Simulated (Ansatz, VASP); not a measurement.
**Two plane-wave programs on FeCo3**

INCAR

```
ALGO = Fast
EDIFF = 1E-6
ENCUT = 520
GGA = PS
ISIF = 2
ISMEAR = 0
ISPIN = 2
LASPH = True
LCHARG = False
LMAXMIX = 4
LORBIT = 11
LREAL = False
LWAVE = False
MAGMOM = 2.85 1.83 1.83 1.83
NBANDS = 30
NELM = 150
PREC = Accurate
SIGMA = 0.1
```

The input KPOINTS:

```
k-points
0
Gamma
  6 6 6
```

The input POSCAR:

```
FeCo3
1.0
    3.5357026200      0.0000000000      0.0000000000
    0.0000000000      3.5357026200      0.0000000000
    0.0000000000      0.0000000000      3.5357026200
Fe Co
1 3
Direct
    0.0000000000      0.0000000000      0.0000000000
    0.5000000000      0.5000000000      0.0000000000
    0.5000000000      0.0000000000      0.5000000000
    0.0000000000      0.5000000000      0.5000000000
```

Input for Ansatz:

```yaml
crystal:
  lattice:
    - [3.53570262, 0.0, 0.0]
    - [0.0, 3.53570262, 0.0]
    - [0.0, 0.0, 3.53570262]
  atoms:
    - { symbol: Fe, position: [0.0, 0.0, 0.0], spin: 2.85 }
    - { symbol: Co, position: [0.5, 0.5, 0.0], spin: 1.83 }
    - { symbol: Co, position: [0.5, 0.0, 0.5], spin: 1.83 }
    - { symbol: Co, position: [0.0, 0.5, 0.5], spin: 1.83 }
basis:
  ecutwfc: 420
kpoints:
  mp_grid: { grid: [6, 6, 6] }
hamiltonian:
  xc: pbesol
scf:
  occupations: { method: gaussian, width: 0.1 }
output:
  forces: true
  stress: true
  eigenvalues: true
  populations: true
magnetization:
  spin_polarized: true
```

Alike in both runs: task single point; functional PBEsol; k mesh 6 × 6 × 6; occupations gaussian, width 0.1 eV; collinear spin.

```csv
,VASP,Ansatz
version,VASP 6.6.1,Ansatz 0.2.0
potentials or method,"VASP PAW PBE potentials, release 64 (Fe, Co), cutoff 520 eV","scalar-relativistic, plane waves, PAW"
valence electrons in the cell,35,67
```

```tsv
	VASP	Ansatz	Ansatz less VASP
gap on the k mesh at the Fermi level (eV)	none	none	-
pressure (GPa)	-8.2	-7.5	+0.64
net moment per atom (μB)	1.88	1.88	+0.008
size of the moment on the site where the two differ most (μB)	1.64	1.70	+0.064
```

VASP's potentials were made for PBE, not for PBEsol. Site moments also hang on the region over which each program counts them. A gap of «none» marks a metal or a gap that the smearing closes. VASP's potentials hold 35 valence electrons a cell and Ansatz's 67, so a difference there can come from the potentials and not from the codes.
